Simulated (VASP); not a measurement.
Wanted: the native input for a VASP 6.6.1 run.

```yaml
Task: single point
Functional: LDA
Potentials_or_basis: VASP PAW LDA potentials, release 64 (Re_sv_GW)
Cutoff: 560 eV
k_mesh: 10 × 10 × 10
Occupations: gaussian, width 0.05 eV
Spin: no spin polarisation
Dipole_correction: no
Further_INCAR_settings: ALGO = Normal; EDIFF = 1e-06; NBANDS = 14
```

The structure of Re lies in POSCAR:

```
Re
1.0
   -1.5012950638      1.5012950638      1.5012950638
    1.5012950638     -1.5012950638      1.5012950638
    1.5012950638      1.5012950638     -1.5012950638
Re
1
Direct
    0.0000000000      0.0000000000      0.0000000000
```

This isn't the form of Re at room conditions, which is hcp.

The input as run:

INCAR

```
ALGO = Normal ; EDIFF = 1E-6
ENCUT = 560 ; GGA = CA
GGA_COMPAT = False ; ISIF = 2
ISMEAR = 0 ; LASPH = True
LCHARG = False ; LREAL = False
LWAVE = False ; NBANDS = 14
NELM = 120 ; PREC = Accurate
SIGMA = 0.05
```

KPOINTS

```
k-points
0
Gamma
  10 10 10
```

Potentials or basis: VASP PAW LDA potentials, release 64 (Re_sv_GW).

Run with:

```sh
$ cat potpaw_LDA.64/Re_sv_GW/POTCAR > POTCAR
$ mpirun -np 1 vasp_std > vasp.out
```

Results of the run:

```yaml
Pressure: 30.3 GPa
Band_gap_on_the_k_mesh: zero (an odd number of electrons rules out a gap without spin polarisation)
```

Caveat: the cell stands under pressure; spin-orbit coupling is left out, which moves the levels of the heavy elements.

Wall time 3.4 s on 1 thread of Intel(R) Xeon(R) 6975P-C (Granite Rapids), with other jobs on the host, peak memory 0.13 GiB.
